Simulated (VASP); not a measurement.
# InAs (F-43m) in VASP: further runs

Runs on InAs. Level: r2SCAN. Tasks: single point.

Program: VASP 6.6.1. These are calculated values, not measurements. Logs are shortened: lines on timing, memory, paths and dates and some standing lists are left out, and cuts for length are marked.

### Step 1. The cell of the first run

Symmetry: F-43m, No. 216, cubic system. Conventional cell: a = 5.984 Å, b = 5.984 Å, c = 5.984 Å, α = 90.00°, β = 90.00°, γ = 90.00°. Within 3.4 Å of In (site symmetry -43m) lie 4 As at 2.59 Å. Within 3.4 Å of As (site symmetry -43m) lie 4 In at 2.59 Å.

### Step 2. Single point, r2SCAN (volume scaled by 0.94)

Input file POSCAR:

```
InAs
1.0
    0.0000000000      2.9918842175      2.9918842175
    2.9918842175      0.0000000000      2.9918842175
    2.9918842175      2.9918842175      0.0000000000
In As
1 1
Direct
    0.0000000000      0.0000000000      0.0000000000
    0.2500000000      0.2500000000      0.2500000000
```

Input file INCAR.step1:

```
SYSTEM = InAs
PREC = Accurate
ENCUT = 520
ISMEAR = 0
SIGMA = 0.01
LREAL = .False.
LASPH = .True.
NELM = 100
NBANDS = 16
GGA = PE
ALGO = Normal
EDIFF = 1E-4
LWAVE = .True.
LCHARG = .False.
```

Input file INCAR.step2:

```
SYSTEM = InAs
PREC = Accurate
ENCUT = 520
EDIFF = 1E-6
ISMEAR = 0
SIGMA = 0.01
LREAL = .False.
LASPH = .True.
NELM = 100
ALGO = Normal
ISIF = 2
LWAVE = .False.
LCHARG = .True.
METAGGA = R2SCAN
LMIXTAU = .True.
LELF = .True.
LVHAR = .True.
NBANDS = 16
ISTART = 1
```

Input file KPOINTS:

```
Automatic mesh
0
Gamma
  10 10 10
  0 0 0
```

Potentials or basis: VASP PAW PBE potentials, release 64 (In_d, As).

On the command line:

```bash
> cat potpaw_PBE.64/In_d/POTCAR potpaw_PBE.64/As/POTCAR > POTCAR
> cp INCAR.step1 INCAR
> mpirun -np 1 vasp_std > vasp.out
> cp INCAR.step2 INCAR
> mpirun -np 1 vasp_std > vasp.out
```

OUTCAR:

```text
SYSTEM = InAs
   PREC = Accurate
   ENCUT = 520
   EDIFF = 1E-6
   ISMEAR = 0
   LREAL = .False.
   LASPH = .True.
   NELM = 100
   ISIF = 2
   METAGGA = R2SCAN
   ISTART = 1

 ion  position               nearest neighbor table
   1  0.000  0.000  0.000-   2 2.59   2 2.59   2 2.59   2 2.59
   2  0.250  0.250  0.250-   1 2.59   1 2.59   1 2.59   1 2.59

  LATTYP: Found a face centered cubic cell.
 ALAT       =     5.9837684350

  Lattice vectors:

 A1 = (   0.0000000000,   2.9918842175,   2.9918842175)
 A2 = (   2.9918842175,   0.0000000000,   2.9918842175)
 A3 = (   2.9918842175,   2.9918842175,   0.0000000000)

Analysis of symmetry for initial positions (statically):
=====================================================================
 Subroutine PRICEL returns:
 Original cell was already a primitive cell.

 Routine SETGRP: Setting up the symmetry group for a
 face centered cubic supercell.

 Subroutine GETGRP returns: Found 24 space group operations
 (whereof 24 operations were pure point group operations)
 out of a pool of 48 trial point group operations.

The static configuration has the point symmetry T_d .

Analysis of symmetry for dynamics (positions and initial velocities):
=====================================================================
 Subroutine PRICEL returns:
 Original cell was already a primitive cell.

 Routine SETGRP: Setting up the symmetry group for a
 face centered cubic supercell.

 Subroutine GETGRP returns: Found 24 space group operations
 (whereof 24 operations were pure point group operations)
 out of a pool of 48 trial point group operations.

The dynamic configuration has the point symmetry T_d .

 Subroutine INISYM returns: Found 24 space group operations
 (whereof 24 operations are pure point group operations),
 and found     1 'primitive' translations

----------------------------------------------------------------------------------------

                                     Primitive cell

  volume of cell :      53.5629

  direct lattice vectors                    reciprocal lattice vectors
     0.000000000  2.991884217  2.991884217    -0.167118767  0.167118767  0.167118767
     2.991884217  0.000000000  2.991884217     0.167118767 -0.167118767  0.167118767
     2.991884217  2.991884217  0.000000000     0.167118767  0.167118767 -0.167118767

  length of vectors
     4.231163237  4.231163237  4.231163237     0.289458195  0.289458195  0.289458195

  position of ions in fractional coordinates (direct lattice)
     0.000000000  0.000000000  0.000000000
     0.250000000  0.250000000  0.250000000

  ion indices of the primitive-cell ions
   primitive index   ion index
                 1           1
                 2           2

----------------------------------------------------------------------------------------

 KPOINTS: Automatic mesh

Automatic generation of k-mesh.
 Grid dimensions read from file:
 generate k-points for:   10   10   10

 Generating k-lattice:

  Cartesian coordinates                     Fractional coordinates (reciprocal lattice)
    -0.016711877  0.016711877  0.016711877     0.100000000  0.000000000  0.000000000
     0.016711877 -0.016711877  0.016711877     0.000000000  0.100000000  0.000000000
     0.016711877  0.016711877 -0.016711877     0.000000000  0.000000000  0.100000000

  Length of vectors
     0.028945819  0.028945819  0.028945819

  Shift w.r.t. Gamma in fractional coordinates (k-lattice)
     0.000000000  0.000000000  0.000000000

 Subroutine IBZKPT returns following result:
 ===========================================

 Found     47 irreducible k-points:

 Following reciprocal coordinates:
            Coordinates               Weight
  0.000000  0.000000  0.000000      1.000000
  0.100000  0.000000  0.000000      8.000000
  0.200000  0.000000  0.000000      8.000000
  0.300000  0.000000  0.000000      8.000000
  0.400000  0.000000  0.000000      8.000000
  0.500000  0.000000  0.000000      4.000000
[... 16 lines left out ...]
  0.300000  0.300000  0.000000      6.000000
  0.400000  0.300000  0.000000     24.000000
 [... further k-points ...]
   k-points           NKPTS =     47   k-points in BZ     NKDIM =     47   number of bands    NBANDS=     16
   number of dos      NEDOS =    301   number of ions     NIONS =      2
   total plane-waves  NPLWV =  32768
   dimension x,y,z NGX =    32 NGY =   32 NGZ =   32
   dimension x,y,z NGXF=    64 NGYF=   64 NGZF=   64
   ions per type =               1   1
   NGX,Y,Z   is equivalent  to a cutoff of  12.57, 12.57, 12.57 a.u.
   NGXF,Y,Z  is equivalent  to a cutoff of  25.15, 25.15, 25.15 a.u.
 SYSTEM =  InAs
   PREC   = accura    normal or accurate (medium, high low for compatibility)
   ISTART =      1    job   : 0-new  1-cont  2-samecut
   ICHARG =      0    charge: 1-file 2-atom 10-const
   ISPIN  =      1    spin polarized calculation?
   LNONCOLLINEAR =      F non collinear calculations
   LSORBIT =      F    spin-orbit coupling
   LASPH  =      T    aspherical Exc in radial PAW
   ENCUT  =  520.0 eV  38.22 Ry    6.18 a.u.   7.87  7.87  7.87*2*pi/ulx,y,z
   NELM   =    100;   NELMIN=  2; NELMDL=  0     # of ELM steps
   EDIFF  = 0.1E-05   stopping-criterion for ELM
   LREAL  =      F    real-space projection
   EDIFFG = 0.1E-04   stopping-criterion for IOM
   NSW    =      0    number of steps for IOM
   IBRION =     -1    ionic relax: 0-MD 1-quasi-New 2-CG
   NFREE  =      0    steps in history (QN), initial steepest desc. (CG)
   ISIF   =      2    stress and relaxation
   ISYM   =      2    0-nonsym 1-usesym 2-fastsym
   POTIM  = 0.5000    time-step for ionic-motion
   TEBEG  =    0.0;   TEEND  =   0.0 temperature during run
   PSTRESS=    0.0 pullay stress
   NELECT =      18.0000    total number of electrons
   NUPDOWN=      -1.0000    fix difference up-down
   EMIN   =  10.00;   EMAX   =-10.00  energy-range for DOS
   EFERMI =   0.00;   METHOD = LEGACY
   ISMEAR =     0;   SIGMA  =   0.01  broadening in eV -4-tet -1-fermi 0-gaus
   EFERMI_NEDOS =   21; number of points for ismear=-14 and -15
   IALGO  =     38    algorithm
   IMIX   =      4    mixing-type and parameters
     AMIX     =   0.40;   BMIX     =  1.00
     AMIX_MAG =   1.60;   BMIX_MAG =  1.00
  volume/ion in A,a.u.               =      26.78       180.73
  Fermi-wavevector in a.u.,A,eV,Ry     =   1.138180  2.150848 17.625712  1.295453
  Thomas-Fermi vector in A             =   2.274884
   LORBIT       =      0    0 simple, 1 ext, 2 COOP (PROOUT), +10 PAW based schemes
   METAGGA = R2SCAN    functional components
   LHFCALC =     F    Hartree Fock is set to
   AEXX    =    0.0000 exact exchange contribution
   IVDW    =     0    specifies the selected vdW correction
   LEPSILON=     F    determine dielectric tensor
   LRPA    =     F    only Hartree local field effects (RPA)
 non-spin polarized calculation
 Gauss-broadening in eV      SIGMA  =   0.01
  energy-cutoff  :      520.00
  volume of cell :       53.56
 maximum number of plane-waves:      1459
   NGX = 15   NGY = 15   NGZ = 15

 number of electron      18.0000001 magnetization

 Free energy of the ion-electron system (eV)
  ---------------------------------------------------
  ext. energy  EPLUGINS =         0.00000000
  ---------------------------------------------------
  free energy    TOTEN  =       -38.01867154 eV

  energy without entropy =      -38.01867154  energy(sigma->0) =      -38.01867154

 E-fermi :   4.7378     XC(G=0):  -9.8044

 val. band max:        4.6003797556   @ k =   0.0000   0.0000   0.0000
 cond. band min:       5.0257813458   @ k =   0.0000   0.0000   0.0000
 fundamental gap:      0.4254015903
 Fermi energy:         4.7378039175

 k-point     1 :       0.0000    0.0000    0.0000
  band No.  band energies     occupation
      1     -10.3143      2.00000
      2     -10.3143      2.00000
      3     -10.3143      2.00000
      4     -10.1511      2.00000
      5     -10.1511      2.00000
      6      -7.9164      2.00000
[... 8 lines left out ...]
     15      14.8572      0.00000
     16      14.8572      0.00000

 k-point     2 :       0.1000    0.0000    0.0000
  band No.  band energies     occupation
      1     -10.3314      2.00000
      2     -10.3096      2.00000
      3     -10.3096      2.00000
      4     -10.1512      2.00000
      5     -10.1512      2.00000
      6      -7.7995      2.00000
[... 8 lines left out ...]
     15      14.1262      0.00000
     16      14.1262      0.00000

 k-point     3 :       0.2000    0.0000    0.0000
  band No.  band energies     occupation
      1     -10.3735      2.00000
      2     -10.2981      2.00000
      3     -10.2981      2.00000
      4     -10.1507      2.00000
      5     -10.1507      2.00000
      6      -7.4688      2.00000
[... 8 lines left out ...]
     15      13.6473      0.00000
     16      13.7895      0.00000

 k-point     4 :       0.3000    0.0000    0.0000
  band No.  band energies     occupation
      1     -10.4207      2.00000
      2     -10.2857      2.00000
      3     -10.2857      2.00000
      4     -10.1482      2.00000
      5     -10.1482      2.00000
      6      -6.9874      2.00000
[... 8 lines left out ...]
     15      13.9827      0.00000
     16      13.9827      0.00000
[... 324 lines left out ...]
 k-point    22 :      -0.2000    0.2000    0.0000
  band No.  band energies     occupation
      1     -10.4356      2.00000
      2     -10.2791      2.00000
      3     -10.2745      2.00000
      4     -10.1560      2.00000
      5     -10.1458      2.00000
      6      -6.8249      2.00000
[... 8 lines left out ...]
     15      15.2091      0.00000
     16      16.0389      0.00000

 k-point    23 :       0.3000    0.3000    0.0000
  band No.  band energies     occupation
      1     -10.4726      2.00000
      2     -10.2506      2.00000
      3     -10.2506      2.00000
      4     -10.1797      2.00000
      5     -10.1332      2.00000
      6      -6.6812      2.00000
[... 8 lines left out ...]
     15      15.8224      0.00000
     16      17.4210      0.00000

 k-point    24 :       0.4000    0.3000    0.0000
  band No.  band energies     occupation
      1     -10.4972      2.00000
      2     -10.2412      2.00000
      3     -10.2385      2.00000
      4     -10.1832      2.00000
      5     -10.1305      2.00000
      6      -6.2891      2.00000
[... 8 lines left out ...]
     15      16.3538      0.00000
     16      17.5699      0.00000

 [... further k-points ...]
[... 5 lines left out ...]
  --------------------------------------------------------------------------------------
  -------------------------------------------------------------------------------------
  Total        1.3837455      1.3837455      1.3837455      0.0000000      0.0000000      0.0000000
  in kB       41.3906694     41.3906694     41.3906694      0.0000000      0.0000000      0.0000000
  external PRESSURE =      41.3906694 kB  Pullay stress =       0.0000000 kB

 VOLUME and BASIS-vectors are now :
 -----------------------------------------------------------------------------
  energy-cutoff  :      520.00
  volume of cell :       53.56
      direct lattice vectors                 reciprocal lattice vectors
     0.000000000  2.991884217  2.991884217    -0.167118767  0.167118767  0.167118767
     2.991884217  0.000000000  2.991884217     0.167118767 -0.167118767  0.167118767
     2.991884217  2.991884217  0.000000000     0.167118767  0.167118767 -0.167118767

 POSITION                                       TOTAL-FORCE (eV/Angst)
 -----------------------------------------------------------------------------------
      0.00000      0.00000      0.00000         0.000000      0.000000     -0.000000
      1.49594      1.49594      1.49594        -0.000000     -0.000000      0.000000
 -----------------------------------------------------------------------------------
    total drift:                               -0.000004     -0.000004     -0.000004

  FREE ENERGIE OF THE ION-ELECTRON SYSTEM (eV)
  ---------------------------------------------------
  free  energy   TOTEN  =       -38.0186715413 eV

  energy  without entropy=      -38.0186715413  energy(sigma->0) =      -38.01867154
```

Run time: 52 s. Hardware: 1 thread of Intel Xeon 6975P-C (Granite Rapids), shared host; peak memory 0.2 GiB.

What came out:

```
Free energy            : -38.0187 eV
Pressure               : 4.1 GPa
Band gap on the k mesh : 0.43 eV, direct
```

Caveat: the PAW data sets were made with another functional, which shifts forces and pressure a little; spin-orbit coupling is left out, which moves the levels of the heavy elements.

### Step 3. Single point, r2SCAN (volume scaled by 0.97)

Input file POSCAR:

```
InAs
1.0
    0.0000000000      3.0233800501      3.0233800501
    3.0233800501      0.0000000000      3.0233800501
    3.0233800501      3.0233800501      0.0000000000
In As
1 1
Direct
    0.0000000000      0.0000000000      0.0000000000
    0.2500000000      0.2500000000      0.2500000000
```

Input file INCAR.step1:

```
SYSTEM = InAs
  ALGO = Normal
  EDIFF = 1E-4
  ENCUT = 520
  GGA = PE
  ISMEAR = 0
  LASPH = .TRUE.
  LCHARG = .FALSE.
  LREAL = .FALSE.
  LWAVE = .TRUE.
  NBANDS = 16
  NELM = 100
  PREC = Accurate
  SIGMA = 0.01
```

Input file INCAR.step2:

```
SYSTEM = InAs
  ALGO = Normal
  EDIFF = 1E-6
  ENCUT = 520
  ISIF = 2
  ISMEAR = 0
  ISTART = 1
  LASPH = .TRUE.
  LCHARG = .FALSE.
  LMIXTAU = .TRUE.
  LREAL = .FALSE.
  LWAVE = .FALSE.
  METAGGA = R2SCAN
  NBANDS = 16
  NELM = 100
  PREC = Accurate
  SIGMA = 0.01
```

Input file KPOINTS:

```
k-points
0
G
  10 10 10
  0 0 0
```

Potentials or basis: VASP PAW PBE potentials, release 64 (In_d, As).

On the command line:

```bash
> cat potpaw_PBE.64/In_d/POTCAR potpaw_PBE.64/As/POTCAR > POTCAR
> cp INCAR.step1 INCAR
> mpirun -np 1 vasp_std > vasp.out
> cp INCAR.step2 INCAR
> mpirun -np 1 vasp_std > vasp.out
```

Run time: 53 s. Hardware: 1 thread of Intel Xeon 6975P-C (Granite Rapids), shared host; peak memory 0.21 GiB.

The run converged. Its results:

* Free energy: -38.0510 eV
* Pressure: 1.9 GPa
* Band gap on the k mesh: 0.25 eV, direct

Levels at points of the mesh, in eV from the valence-band top:
```csv
k point,band 6,band 7,band 8,band 9,band 10,band 11,band 12,band 13
"(0.00, 0.00, 0.00)",-12.30,0.00,0.00,0.00,0.25,4.27,4.27,4.27
"(0.50, 0.00, 0.00)",-10.76,-5.88,-1.02,-1.02,1.32,5.05,5.05,7.29
"(0.50, 0.50, 0.00)",-10.19,-5.94,-2.39,-2.39,1.83,2.36,9.84,9.95
```

Caveat: the PAW data sets were made with another functional, which shifts forces and pressure a little; spin-orbit coupling is left out, which moves the levels of the heavy elements.
